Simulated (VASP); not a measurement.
Here is a VASP 6.6.1 calculation.

The input INCAR:

```
ALGO = Normal
EDIFF = 1E-6
EDIFFG = -0.04
ENCUT = 600
GGA = PE
IBRION = 2
ISIF = 3
ISMEAR = 0
LASPH = True
LCHARG = False
LREAL = False
LWAVE = False
NELM = 80
NSW = 90
PREC = Accurate
SIGMA = 0.1
```

The input KPOINTS:

```
k-points
0
Gamma
  4 4 6
```

POSCAR

```
Sn3Br
1.0
    5.6670370215      0.0000000000      0.0000000000
    0.0000000000      5.6670370215      0.0000000000
    0.0000000000      0.0000000000      3.5385236078
Sn Br
3 1
Direct
    0.0000000000      0.5000000000      0.5000000000
    0.5000000000      0.0000000000      0.5000000000
    0.5000000000      0.5000000000      0.0000000000
    0.0000000000      0.0000000000      0.0000000000
```

Potentials or basis: VASP PAW PBE potentials, release 64 (Sn_d, Br).

Launch:

```bash
$ cat potpaw_PBE.64/Sn_d/POTCAR potpaw_PBE.64/Br/POTCAR > POTCAR
$ mpirun -np 1 vasp_std > vasp.out
```

**Question.** Estimate the space group after relaxing (to 0.05 Å).

**Answer.** P4/mmm (No. 123).

**Question.** Predict the relaxed cell.

**Answer.** a = 5.791 Å, b = 5.791 Å, c = 3.385 Å, α = 90.00°, β = 90.00°, γ = 90.00°.

Stress tensor (GPa, compression positive):
```
0.04 0.00 0.00
0.00 0.04 0.00
0.00 0.00 0.14
```

Caveat: an odd number of electrons without spin polarisation forces a metal; a magnetic or distorted state may lie lower.
